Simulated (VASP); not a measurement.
A run of VASP 6.6.1 is set up as follows.

Contents of POSCAR:

```
WS2
1.0
    3.1814117282      0.0000000000      0.0000000000
   -1.5907058641      2.7551833765      0.0000000000
    0.0000000000      0.0000000000     23.6881463475
W S
2 4
Direct
    0.3610048789      0.6805024394      0.6352117310
    0.6666666667      0.3333333333      0.3620565065
    0.3333333333      0.6666666667      0.2962425097
    0.6666666667      0.3333333333      0.5721038223
    0.3333333333      0.6666666667      0.4278961777
    0.6666666667      0.3333333333      0.7037574903
```

INCAR.step1

```
  ALGO = Normal
  EDIFF = 1E-4
  ENCUT = 520
  GGA = PE
  ISMEAR = 0
  LASPH = T
  LCHARG = F
  LREAL = F
  LWAVE = T
  NBANDS = 35
  NELM = 100
  PREC = Accurate
  SIGMA = 0.05
```

The input INCAR.step2:

```
  ALGO = Normal
  EDIFF = 1E-7
  ENCUT = 520
  ISIF = 2
  ISMEAR = 0
  ISTART = 1
  LASPH = T
  LCHARG = T
  LELF = T
  LMIXTAU = T
  LREAL = F
  LVHAR = T
  LWAVE = F
  METAGGA = R2SCAN
  NBANDS = 35
  NELM = 100
  PREC = Accurate
  SIGMA = 0.05
```

The input KPOINTS:

```
k-points
0
Gamma
  12 12 2
```

Potentials or basis: VASP PAW PBE potentials, release 64 (W_sv, S).

Launch:

```console
$ cat potpaw_PBE.64/W_sv/POTCAR potpaw_PBE.64/S/POTCAR > POTCAR
$ cp INCAR.step1 INCAR
$ mpirun -np 1 vasp_std > vasp.out
$ cp INCAR.step2 INCAR
$ mpirun -np 1 vasp_std > vasp.out
```

(1) Predict the largest force.

(2) Predict the band gap on the k mesh.

Results:

(1) 2.728 eV/Å.

(2) 1.48 eV (least direct gap 1.87 eV).

Caveat: the cell differs from its parent crystal (atom 1 (W) moved -0.100 Å towards its neighbour atom 6 (S) at 2.409 Å); there is no dipole correction, which matters where the two faces differ; the PAW data sets were made with another functional, which shifts forces and pressure a little; spin-orbit coupling is left out, which moves the levels of the heavy elements.
